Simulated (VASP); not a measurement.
Here is a VASP 6.6.1 calculation.

The input INCAR:

```
PREC = Accurate
ENCUT = 520
EDIFF = 1E-6
ISMEAR = 0
SIGMA = 0.02
LREAL = False
LASPH = True
NELM = 60
ALGO = Normal
ISIF = 2
LWAVE = False
LCHARG = False
GGA = PE
NBANDS = 26
```

KPOINTS

```
regular mesh
0
Gamma
  12 12 6
```

File POSCAR:

```
ZnS
1.0
    3.8068867792      0.0000000000      0.0000000000
   -1.9034433896      3.2968606601      0.0000000000
    0.0000000000      0.0000000000      6.2405632956
Zn S
2 2
Direct
    0.3333333333      0.6666666667      0.0052037217
    0.6666666667      0.3333333333      0.5052037217
    0.3333333333      0.6666666667      0.3797962683
    0.6666666667      0.3333333333      0.8797962683
```

Potentials or basis: VASP PAW PBE potentials, release 64 (Zn, S).

Launch:

```bash
$ cat potpaw_PBE.64/Zn/POTCAR potpaw_PBE.64/S/POTCAR > POTCAR
$ mpirun -np 1 vasp_std > vasp.out
```

(1) Estimate the band gap on the k mesh.

(2) Estimate the largest force.

(3) Estimate the pressure.

## Answers

(1) 2.22 eV, direct.

(2) 0.007 eV/Å.

(3) 2.4 GPa.
